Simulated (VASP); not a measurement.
Set up this calculation in VASP 6.6.1, as the native input.

* Task: single point
* Functional: PBEsol
* Potentials or basis: VASP PAW PBE potentials, release 64 (Cd, Se)
* Cutoff: 520 eV
* k mesh: 8 × 8 × 8
* Occupations: fermi-dirac, width 0.05 eV
* Spin: no spin polarisation
* Dipole correction: no
* Further INCAR settings: ALGO = Normal; EDIFF = 1e-07; NBANDS = 16

The structure of CdSe lies in POSCAR:

```
CdSe
1.0
    0.0000000000      2.9303244279      2.9303244279
    2.9303244279      0.0000000000      2.9303244279
    2.9303244279      2.9303244279      0.0000000000
Cd Se
1 1
Direct
    0.0000000000      0.0000000000      0.0000000000
    0.5000000000      0.5000000000      0.5000000000
```

This cell differs from its parent crystal: volume scaled by 1.06.

The input as run:

INCAR

```
PREC = Accurate
ENCUT = 520
EDIFF = 1E-7
ISMEAR = -1
SIGMA = 0.05
LREAL = F
LASPH = T
NELM = 100
ALGO = Normal
ISIF = 2
LWAVE = F
LCHARG = F
GGA = PS
NBANDS = 16
```

KPOINTS

```
regular mesh
0
Gamma
  8 8 8
```

Potentials or basis: VASP PAW PBE potentials, release 64 (Cd, Se).

Launch:

```sh
$ cat potpaw_PBE.64/Cd/POTCAR potpaw_PBE.64/Se/POTCAR > POTCAR
$ mpirun -np 1 vasp_std > vasp.out
```

Results of the run:

```yaml
Pressure: -6.2 GPa
Band_gap_on_the_k_mesh: zero (band 9 reaches 1.63 eV, above the bottom of band 10 at 1.11 eV)
```

Caveat: the PAW data sets were made with another functional, which shifts forces and pressure a little.

Wall time 7.5 s on 1 thread of Intel(R) Xeon(R) 6975P-C (Granite Rapids), on a shared host, peak memory 0.18 GiB.
